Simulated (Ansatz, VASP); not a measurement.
One calculation of CuO, two programs

```
Cu O
1.0
     2.94879    0.00000    0.00000
     0.00760    2.94878    0.00000
     0.00103    0.00103    5.15110
Cu O
2 2
Cartesian
  0.0038 1.4744 0.0000
  1.4749 0.0005 2.5756
  1.4782 1.4749 1.2878
  1.4792 1.4749 3.8633
```

Alike in both runs: task single point; functional PBE; k mesh 12 × 12 × 7; occupations gaussian, width 0.1 eV; no spin polarisation.

```csv
,VASP,Ansatz
version,VASP 6.6.1,Ansatz 0.2.0
potentials or method,"VASP PAW PBE potentials, release 64 (Cu, O), cutoff 520 eV","scalar-relativistic, plane waves, PAW"
valence electrons in the cell,34,50
```

VASP gave:

| Quantity | Value |
| --- | --- |
| gap on the k mesh at the Fermi level (eV) | none |
| pressure (GPa) | 0.7 |
| traceless stress, the component that is largest in VASP (GPa) | 0.25 |

Question: Which values does Ansatz return?

Answer: gap on the k mesh at the Fermi level (eV): none; pressure (GPa): 0.0; traceless stress, the component that is largest in VASP (GPa): -0.02.

A gap of «none» marks a metal or a gap that the smearing closes. VASP's potentials hold 34 valence electrons a cell and Ansatz's 50, so a difference there can come from the potentials and not from the codes.
